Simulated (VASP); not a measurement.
# Ga (C2/c) in VASP: a series of runs

The runs below take Ga through single point, with PBE, LDA.

Program: VASP 6.6.1. These are calculated values, not measurements. Logs are shortened: lines on timing, memory, paths and dates and some standing lists are left out, and cuts for length are marked.

**1. The cell of the first run**

Symmetry: C2/c, No. 15, monoclinic system. The conventional cell has a = 2.766 Å, b = 8.053 Å, c = 3.332 Å, α = 90.00°, β = 92.02°, γ = 90.00°. Ga (site symmetry 2) has 10 Ga at 2.61 to 3.33 Å within 3.4 Å.

**2. Single point, PBE**

Contents of INCAR:

```
SYSTEM = Ga
PREC = Accurate ; ENCUT = 520
EDIFF = 1E-6 ; ISMEAR = 0
SIGMA = 0.05 ; LREAL = .False.
LASPH = .True. ; NELM = 60
ALGO = Fast ; ISIF = 2
LWAVE = .False. ; LCHARG = .False.
GGA = PE ; NBANDS = 20
```

Contents of KPOINTS:

```
Automatic mesh
0
Gamma
  14 10 14
  0 0 0
```

Contents of POSCAR:

```
Ga
1.0
   -2.7660000000      0.0000000000      0.0000000000
   -0.1174474948      0.0000000000      3.3299294416
   -1.3830000000      4.0265000000      0.0000000000
Ga
2
Direct
    0.8690000000      0.2500000000      0.2620000000
    0.1185822675      0.7500000000      0.7628354650
```

Potentials or basis: VASP PAW PBE potentials, release 64 (Ga_d).

Launch:

```console
$ cat potpaw_PBE.64/Ga_d/POTCAR > POTCAR
$ mpirun -np 1 vasp_std > vasp.out
```

OUTCAR:

```text
SYSTEM = Ga
   PREC = Accurate
   ENCUT = 520
   EDIFF = 1E-6
   ISMEAR = 0
   LREAL = .False.
   LASPH = .True.
   NELM = 60
   ISIF = 2
   GGA = PE

 ion  position               nearest neighbor table
   1  0.869  0.250  0.262-   2 2.61   2 2.61
   2  0.119  0.750  0.763-   1 2.61   1 2.61

  LATTYP: Found a base centered monoclinic cell.
 ALAT       =     2.7660000000
 B/A-ratio  =     2.9114244396
 C/A-ratio  =     1.2046276211
 COS(beta)  =    -0.0352483478

  Lattice vectors:

 A1 = (   1.3830000000,  -4.0265000000,   0.0000000000)
 A2 = (   1.3830000000,   4.0265000000,   0.0000000000)
 A3 = (  -0.1174474948,   0.0000000000,   3.3299294416)

Analysis of symmetry for initial positions (statically):
=====================================================================
 Subroutine PRICEL returns:
 Original cell was already a primitive cell.

 Routine SETGRP: Setting up the symmetry group for a
 base centered monoclinic supercell.

 Subroutine GETGRP returns: Found  4 space group operations
 (whereof  1 operations were pure point group operations)
 out of a pool of  4 trial point group operations.

The static configuration has the point symmetry C_1 .
 The point group associated with its full space group is C_2h.

Analysis of symmetry for dynamics (positions and initial velocities):
=====================================================================
 Subroutine PRICEL returns:
 Original cell was already a primitive cell.

 Routine SETGRP: Setting up the symmetry group for a
 base centered monoclinic supercell.

 Subroutine GETGRP returns: Found  4 space group operations
 (whereof  1 operations were pure point group operations)
 out of a pool of  4 trial point group operations.

The dynamic configuration has the point symmetry C_1 .
 The point group associated with its full space group is C_2h.

 Subroutine INISYM returns: Found  4 space group operations
 (whereof  1 operations are pure point group operations),
 and found     1 'primitive' translations

----------------------------------------------------------------------------------------

                                     Primitive cell

  volume of cell :      37.0864

  direct lattice vectors                    reciprocal lattice vectors
    -2.766000000  0.000000000  0.000000000    -0.361532899 -0.124177325 -0.012751361
    -0.117447495  0.000000000  3.329929442     0.000000000  0.000000000  0.300306663
    -1.383000000  4.026500000  0.000000000     0.000000000  0.248354650  0.000000000

  length of vectors
     2.766000000  3.332000000  4.257392541     0.382476983  0.300306663  0.248354650

  position of ions in fractional coordinates (direct lattice)
     0.869000000  0.250000000  0.262000000
     0.118582268  0.750000000  0.762835465

  ion indices of the primitive-cell ions
   primitive index   ion index
                 1           1
                 2           2

----------------------------------------------------------------------------------------

 KPOINTS: Automatic mesh

Automatic generation of k-mesh.
 Grid dimensions read from file:
 generate k-points for:   14   10   14

 Generating k-lattice:

  Cartesian coordinates                     Fractional coordinates (reciprocal lattice)
    -0.025823779 -0.008869809 -0.000910812     0.071428571  0.000000000  0.000000000
     0.000000000  0.000000000  0.030030666     0.000000000  0.100000000  0.000000000
     0.000000000  0.017739618  0.000000000     0.000000000  0.000000000  0.071428571

  Length of vectors
     0.027319785  0.030030666  0.017739618

  Shift w.r.t. Gamma in fractional coordinates (k-lattice)
     0.000000000  0.000000000  0.000000000

 Subroutine IBZKPT returns following result:
 ===========================================

 Found    534 irreducible k-points:

 Following reciprocal coordinates:
            Coordinates               Weight
  0.000000  0.000000  0.000000      1.000000
  0.071429 -0.000000 -0.000000      4.000000
  0.142857  0.000000  0.000000      4.000000
  0.214286  0.000000 -0.000000      4.000000
  0.285714 -0.000000 -0.000000      4.000000
  0.357143  0.000000  0.000000      4.000000
[... 16 lines left out ...]
  0.000000  0.200000  0.000000      2.000000
  0.071429  0.200000 -0.000000      4.000000
 [... further k-points ...]
   k-points           NKPTS =    534   k-points in BZ     NKDIM =    534   number of bands    NBANDS=     20
   number of dos      NEDOS =    301   number of ions     NIONS =      2
   total plane-waves  NPLWV =  21504
   dimension x,y,z NGX =    24 NGY =   28 NGZ =   32
   dimension x,y,z NGXF=    48 NGYF=   56 NGZF=   64
   ions per type =               2
   NGX,Y,Z   is equivalent  to a cutoff of  14.42, 13.97, 12.50 a.u.
   NGXF,Y,Z  is equivalent  to a cutoff of  28.85, 27.94, 24.99 a.u.
 SYSTEM =  Ga
   PREC   = accura    normal or accurate (medium, high low for compatibility)
   ISTART =      0    job   : 0-new  1-cont  2-samecut
   ICHARG =      2    charge: 1-file 2-atom 10-const
   ISPIN  =      1    spin polarized calculation?
   LNONCOLLINEAR =      F non collinear calculations
   LSORBIT =      F    spin-orbit coupling
   LASPH  =      T    aspherical Exc in radial PAW
   ENCUT  =  520.0 eV  38.22 Ry    6.18 a.u.   5.14  6.20  7.92*2*pi/ulx,y,z
   NELM   =     60;   NELMIN=  2; NELMDL= -5     # of ELM steps
   EDIFF  = 0.1E-05   stopping-criterion for ELM
   LREAL  =      F    real-space projection
   EDIFFG = 0.1E-04   stopping-criterion for IOM
   NSW    =      0    number of steps for IOM
   IBRION =     -1    ionic relax: 0-MD 1-quasi-New 2-CG
   NFREE  =      0    steps in history (QN), initial steepest desc. (CG)
   ISIF   =      2    stress and relaxation
   ISYM   =      2    0-nonsym 1-usesym 2-fastsym
   POTIM  = 0.5000    time-step for ionic-motion
   TEBEG  =    0.0;   TEEND  =   0.0 temperature during run
   PSTRESS=    0.0 pullay stress
   NELECT =      26.0000    total number of electrons
   NUPDOWN=      -1.0000    fix difference up-down
   EMIN   =  10.00;   EMAX   =-10.00  energy-range for DOS
   EFERMI =   0.00;   METHOD = LEGACY
   ISMEAR =     0;   SIGMA  =   0.05  broadening in eV -4-tet -1-fermi 0-gaus
   EFERMI_NEDOS =   21; number of points for ismear=-14 and -15
   IALGO  =     68    algorithm
   IMIX   =      4    mixing-type and parameters
     AMIX     =   0.40;   BMIX     =  1.00
     AMIX_MAG =   1.60;   BMIX_MAG =  1.00
  volume/ion in A,a.u.               =      18.54       125.14
  Fermi-wavevector in a.u.,A,eV,Ry     =   1.454323  2.748273 28.777089  2.115056
  Thomas-Fermi vector in A             =   2.571487
   LORBIT       =      0    0 simple, 1 ext, 2 COOP (PROOUT), +10 PAW based schemes
   GGA     = PE    functional components
   LHFCALC =     F    Hartree Fock is set to
   AEXX    =    0.0000 exact exchange contribution
   IVDW    =     0    specifies the selected vdW correction
   LEPSILON=     F    determine dielectric tensor
   LRPA    =     F    only Hartree local field effects (RPA)
 non-spin polarized calculation
 RMM-DIIS sequential band-by-band and
 Gauss-broadening in eV      SIGMA  =   0.05
  energy-cutoff  :      520.00
  volume of cell :       37.09
 maximum number of plane-waves:      1015
 NGX is ok and might be reduce to    24
   NGX = 11   NGY = 13   NGZ = 15

 number of electron      26.0000011 magnetization

 Free energy of the ion-electron system (eV)
  ---------------------------------------------------
  ext. energy  EPLUGINS =         0.00000000
  ---------------------------------------------------
  free energy    TOTEN  =        -5.72538374 eV

  energy without entropy =       -5.72468915  energy(sigma->0) =       -5.72503644

 E-fermi :   5.6691     XC(G=0): -11.0579

 val. band max:        5.6651232004   @ k =  -0.1429   0.5000   0.0714
 cond. band min:       5.6728041519   @ k =  -0.3571  -0.3000   0.1429
 fundamental gap:      0.0076809516
 Fermi energy:         5.6691320002

 k-point     1 :       0.0000    0.0000    0.0000
  band No.  band energies     occupation
      1      -9.5474      2.00000
      2      -9.5101      2.00000
      3      -9.4968      2.00000
      4      -9.4325      2.00000
      5      -9.1614      2.00000
      6      -9.1579      2.00000
[... 12 lines left out ...]
     19      16.3352      0.00000
     20      18.5632      0.00000

 k-point     2 :       0.0714   -0.0000   -0.0000
  band No.  band energies     occupation
      1      -9.5432      2.00000
      2      -9.5040      2.00000
      3      -9.4838      2.00000
      4      -9.4126      2.00000
      5      -9.1785      2.00000
      6      -9.1708      2.00000
[... 12 lines left out ...]
     19      16.6771      0.00000
     20      19.4400      0.00000

 k-point     3 :       0.1429    0.0000    0.0000
  band No.  band energies     occupation
      1      -9.5314      2.00000
      2      -9.4873      2.00000
      3      -9.4490      2.00000
      4      -9.3574      2.00000
      5      -9.2134      2.00000
      6      -9.2013      2.00000
[... 12 lines left out ...]
     19      16.8220      0.00000
     20      20.0280      0.00000

 k-point     4 :       0.2143    0.0000   -0.0000
  band No.  band energies     occupation
      1      -9.5144      2.00000
      2      -9.4647      2.00000
      3      -9.4021      2.00000
      4      -9.2985      2.00000
      5      -9.2440      2.00000
      6      -9.2376      2.00000
[... 12 lines left out ...]
     19      16.9885      0.00000
     20      20.8655      0.00000

 k-point     5 :       0.2857   -0.0000   -0.0000
  band No.  band energies     occupation
      1      -9.4959      2.00000
      2      -9.4410      2.00000
      3      -9.3633      2.00000
      4      -9.3196      2.00000
      5      -9.2887      2.00000
      6      -9.2066      2.00000
[... 12 lines left out ...]
     19      17.1918      0.00000
     20      19.7028      0.00000

 k-point     6 :       0.3571    0.0000    0.0000
  band No.  band energies     occupation
      1      -9.4798      2.00000
      2      -9.4250      2.00000
      3      -9.3703      2.00000
      4      -9.3296      2.00000
      5      -9.3237      2.00000
      6      -9.2218      2.00000
[... 12 lines left out ...]
     19      17.1293      0.00000
     20      18.3165      0.00000

 k-point     7 :       0.4286    0.0000   -0.0000
  band No.  band energies     occupation
      1      -9.4686      2.00000
      2      -9.4291      2.00000
      3      -9.3783      2.00000
      4      -9.3564      2.00000
      5      -9.3223      2.00000
      6      -9.2301      2.00000
[... 12 lines left out ...]
     19      16.0163      0.00000
     20      17.9617      0.00000
[... 277 lines left out ...]
 k-point    20 :      -0.2143    0.1000    0.0000
  band No.  band energies     occupation
      1      -9.5121      2.00000
      2      -9.4494      2.00000
      3      -9.3995      2.00000
      4      -9.3068      2.00000
      5      -9.2571      2.00000
      6      -9.2311      2.00000
[... 12 lines left out ...]
     19      17.0956      0.00000
     20      20.6186      0.00000

 k-point    21 :      -0.1429    0.1000    0.0000
  band No.  band energies     occupation
      1      -9.5292      2.00000
      2      -9.4714      2.00000
      3      -9.4467      2.00000
      4      -9.3539      2.00000
      5      -9.2379      2.00000
      6      -9.2022      2.00000
[... 12 lines left out ...]
     19      16.2989      0.00000
     20      20.9492      0.00000

 k-point    22 :      -0.0714    0.1000    0.0000
  band No.  band energies     occupation
      1      -9.5423      2.00000
      2      -9.4890      2.00000
      3      -9.4812      2.00000
      4      -9.4050      2.00000
      5      -9.2056      2.00000
      6      -9.1875      2.00000
[... 12 lines left out ...]
     19      15.6030      0.00000
     20      20.4143      0.00000

 k-point    23 :       0.0000    0.2000    0.0000
  band No.  band energies     occupation
      1      -9.5468      2.00000
      2      -9.4925      2.00000
      3      -9.4526      2.00000
      4      -9.3940      2.00000
      5      -9.2202      2.00000
      6      -9.2189      2.00000
[... 12 lines left out ...]
     19      16.1516      0.00000
     20      19.2404      0.00000

 k-point    24 :       0.0714    0.2000   -0.0000
  band No.  band energies     occupation
      1      -9.5422      2.00000
      2      -9.4778      2.00000
      3      -9.4459      2.00000
      4      -9.3785      2.00000
      5      -9.2369      2.00000
      6      -9.2223      2.00000
[... 12 lines left out ...]
     19      15.3665      0.00000
     20      20.3436      0.00000

 [... further k-points ...]

------------------------ aborting loop because EDIFF is reached ----------------------------------------

  FORCE on cell =-STRESS in cart. coord.  units (eV):
  Direction    XX          YY          ZZ          XY          YZ          ZX
  --------------------------------------------------------------------------------------
  -------------------------------------------------------------------------------------
  Total        0.2609072      0.8608797      0.4898419      0.0000000      0.0000000     -0.0245025
  in kB       11.2714992     37.1910254     21.1617501      0.0000000      0.0000000     -1.0585355
  external PRESSURE =      23.2080916 kB  Pullay stress =       0.0000000 kB

 VOLUME and BASIS-vectors are now :
 -----------------------------------------------------------------------------
  energy-cutoff  :      520.00
  volume of cell :       37.09
      direct lattice vectors                 reciprocal lattice vectors
    -2.766000000  0.000000000  0.000000000    -0.361532899 -0.124177325 -0.012751361
    -0.117447495  0.000000000  3.329929442     0.000000000  0.000000000  0.300306663
    -1.383000000  4.026500000  0.000000000     0.000000000  0.248354650  0.000000000

 POSITION                                       TOTAL-FORCE (eV/Angst)
 -----------------------------------------------------------------------------------
     -2.79536      1.05494      0.83248         0.000000      0.678641      0.000000
     -1.47109      3.07156      2.49745        -0.000000     -0.678641      0.000000
 -----------------------------------------------------------------------------------
    total drift:                                0.000099      0.000169      0.000015

  FREE ENERGIE OF THE ION-ELECTRON SYSTEM (eV)
  ---------------------------------------------------
  free  energy   TOTEN  =        -5.7253837361 eV

  energy  without entropy=       -5.7246891524  energy(sigma->0) =       -5.72503644
```

Run time: 2.7 min. Hardware: 1 thread of AMD EPYC 9R45 (Zen 5), shared host; peak memory 0.37 GiB.

Results:

| Property | Result |
| --- | --- |
| Free energy | -5.7254 eV |
| Pressure | 2.3 GPa |
| Largest force | 0.679 eV/Å |
| Band gap on the k mesh | zero (bands 13 and 14 overlap by 8.65 eV) |

Forces in eV/Å, atoms in the order of the input:
```
Ga   0.000  0.679  0.000
Ga   0.000 -0.679  0.000
```

Levels at points of the mesh, in eV from the Fermi level:
```tsv
k point	band 9	band 10	band 11	band 12	band 13	band 14	band 15	band 16	band 17	band 18
(0.00, 0.00, 0.00)	-14.79	-14.64	-11.24	-2.14	-1.64	1.62	5.44	10.02	10.02	10.21
(0.50, 0.00, 0.00)	-14.70	-14.67	-6.17	-4.91	-1.25	-0.16	5.62	6.40	8.67	9.50
(0.00, 0.50, 0.00)	-14.73	-14.73	-7.79	-7.79	1.68	1.68	2.40	2.40	11.66	11.66
(0.50, 0.50, 0.00)	-14.67	-14.67	-2.96	-2.95	-1.54	-1.44	1.65	2.21	4.38	4.85
(0.00, 0.00, 0.50)	-14.76	-14.72	-8.93	-8.81	4.19	4.34	5.82	6.01	7.56	10.88
(0.00, 0.50, 0.50)	-14.82	-14.82	-5.98	-5.98	-4.46	-4.46	10.86	10.86	11.78	11.78
```

[end of part 1 of 2]

The gap in the log of VASP goes by the Fermi energy; the results here count the filled bands.